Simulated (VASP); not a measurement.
Here is a VASP 6.6.1 calculation.

The input INCAR:

```
SYSTEM = H
PREC     = Accurate       ! precision mode
ENCUT    = 520            ! plane-wave cutoff, eV
EDIFF    = 1E-6           ! SCF threshold, eV
ISMEAR   = 0              ! smearing method
SIGMA    = 0.05           ! smearing width, eV
LREAL    = .FALSE.        ! projectors in reciprocal space
LASPH    = .TRUE.         ! aspherical terms in the spheres
NELM     = 100            ! most SCF steps
ALGO     = Normal         ! electronic algorithm
ISIF     = 2              ! what is computed and relaxed
LWAVE    = .FALSE.        ! write WAVECAR
LCHARG   = .TRUE.         ! write CHGCAR
GGA      = CA             ! functional
LELF     = .TRUE.         ! ELF
LVHAR    = .TRUE.       
NBANDS   = 6              ! bands
```

File KPOINTS:

```
Automatic mesh
0
G
  10 10 26
  0 0 0
```

POSCAR

```
H
1.0
    2.5833977704      0.0000000000      0.0000000000
    0.0000000000      2.5833977704      0.0000000000
    0.0000000000      0.0000000000      1.0050052430
H
1
Direct
    0.0000000000      0.0000000000      0.5000000000
```

Potentials or basis: VASP PAW LDA potentials, release 64 (H).

The run is started by

```console
$ cat potpaw_LDA.64/H/POTCAR > POTCAR
$ mpirun -np 1 vasp_std > vasp.out
```

(1) What does it give for the pressure?

## Answers

(1) -1.2 GPa.

Caveat: the cell differs from its parent crystal (strain -0.025 along x and y, +0.025 along z).
